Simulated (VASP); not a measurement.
Crystal: CdSiN2.

```
Cd N Si
1.0
     3.05851    0.00000    0.00000
     0.00000    3.05851    0.00000
     0.00000    0.00000    4.32539
Cd N Si
1 2 1
Direct
  0.00000 0.00000 0.00000
  0.00000 0.50000 0.25000
  0.50000 0.00000 0.75000
  0.50000 0.50000 0.50000
```

* Program: VASP 6.6.1
* Task: relaxation of cell and atoms
* Functional: PBE
* Potentials or basis: VASP PAW PBE potentials, release 64 (Cd, N, Si)
* Cutoff: 600 eV
* k mesh: 8 × 8 × 6
* Occupations: fermi-dirac, width 0.02 eV
* Spin: no spin polarisation

At the start: pressure 71.0 GPa; volume 10.12 Å³/atom.

Task: Where does the relaxation end?

Result: Over 13 steps the energy falls by 1244.7 meV/atom and the volume is 12.08 Å³/atom (+19.5 %); space group P-4m2 (No. 115, to 0.05 Å).

The path:
```
step  energy change (eV)  largest force (eV/Å)  pressure (GPa)  volume (Å³)
   1              0.0000               11.1169           71.04        40.46
   2             -1.1270                1.1217          -27.45        72.82
   3             -4.3558                0.7174          -13.70        53.33
   4             -4.4087                1.0803          -10.94        52.17
   5             -4.4235                1.4957           -7.69        51.00
   6             -4.8302                0.2589            2.55        47.89
   7             -4.8351                0.5100            4.19        47.54
   8             -4.9407                0.5815           -0.35        48.70
   9             -4.9525                0.5850           -2.51        49.28
  10             -4.9768                0.0607           -0.07        48.35
  11             -4.9770                0.0985           -0.23        48.41
  12             -4.9789                0.0204           -0.01        48.35
  13             -4.9790                0.0009            0.04        48.33
```

Final structure:
```
CELL_PARAMETERS angstrom
3.06584 0.00000 0.00000
0.00000 3.06584 0.00000
0.00000 0.00000 5.14213
ATOMIC_POSITIONS crystal
Cd 0.00000 0.00000 0.00000
N 0.00000 0.50000 0.32076
N 0.50000 0.00000 0.67924
Si 0.50000 0.50000 0.50000
```

Caveat: the volume moved by over 15 % at a fixed basis, so the end points are rough.
